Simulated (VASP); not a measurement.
AlN:

```
Al N
1.0
     0.00000    1.96900    1.96900
     1.96900    0.00000    1.96900
     1.96900    1.96900    0.00000
Al N
1 1
Cartesian
  0.0000 0.0000 0.0000
  1.9690 1.9690 1.9690
```

Base run:

```yaml
Program: VASP 6.6.1
Functional: BLYP
Potentials_or_basis: VASP PAW PBE potentials, release 64 (Al, N)
Cutoff: 600 eV
k_mesh: 8 × 8 × 8
Occupations: gaussian, width 0.01 eV
Spin: no spin polarisation
```

Its results: band gap on the k mesh 5.52 eV, indirect (least direct gap 7.14 eV); pressure 35.8 GPa.

Problem. The run is repeated on the same cell with these changes: functional from BLYP to RPBE. What comes out?

Solution. Band gap on the k mesh 5.16 eV, indirect (least direct gap 6.88 eV); pressure 34.9 GPa.

Caveats: the PAW data sets were made with another functional, which shifts forces and pressure a little.

A k mesh can miss the band edges.
